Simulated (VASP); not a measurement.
Write the native input for VASP 6.6.1 that does the following.

```
Task                   : single point
Functional             : LDA
Potentials or basis    : VASP PAW LDA potentials, release 64 (C)
Cutoff                 : 520 eV
k mesh                 : 14 × 14 × 1
Occupations            : fermi-dirac, width 0.02 eV
Spin                   : no spin polarisation
Dipole correction      : yes
Further INCAR settings : ALGO = Normal; EDIFF = 1e-06; NBANDS = 11
```

The structure of C lies in POSCAR:

```
C
1.0
    2.4973051747      0.0000000000      0.0000000000
   -1.2486525873      2.1627297223      0.0000000000
    0.0000000000      0.0000000000     16.5098000000
C
2
Direct
    0.8333333333      0.1666666667      0.5000058825
    0.1666666667      0.8333333333      0.4999941175
```

The input as run:

INCAR

```
  ALGO = Normal
  DIPOL = 0.5 0.5 0.500
  EDIFF = 1E-6
  ENCUT = 520
  GGA = CA
  IDIPOL = 3
  ISIF = 2
  ISMEAR = -1
  LASPH = T
  LCHARG = F
  LDIPOL = T
  LREAL = F
  LWAVE = F
  NBANDS = 11
  NELM = 100
  PREC = Accurate
  SIGMA = 0.02
```

KPOINTS

```
k-points
0
Gamma
  14 14 1
```

Potentials or basis: VASP PAW LDA potentials, release 64 (C).

Run with:

```console
$ cat potpaw_LDA.64/C/POTCAR > POTCAR
$ mpirun -np 1 vasp_std > vasp.out
```

Results of the run:

The largest force is 0.003 eV/Å and the band gap on the k mesh is 1.17 eV, direct.

Run time: 22 s on 1 thread of Intel(R) Xeon(R) 6975P-C (Granite Rapids), on a shared host, peak memory 0.16 GiB.
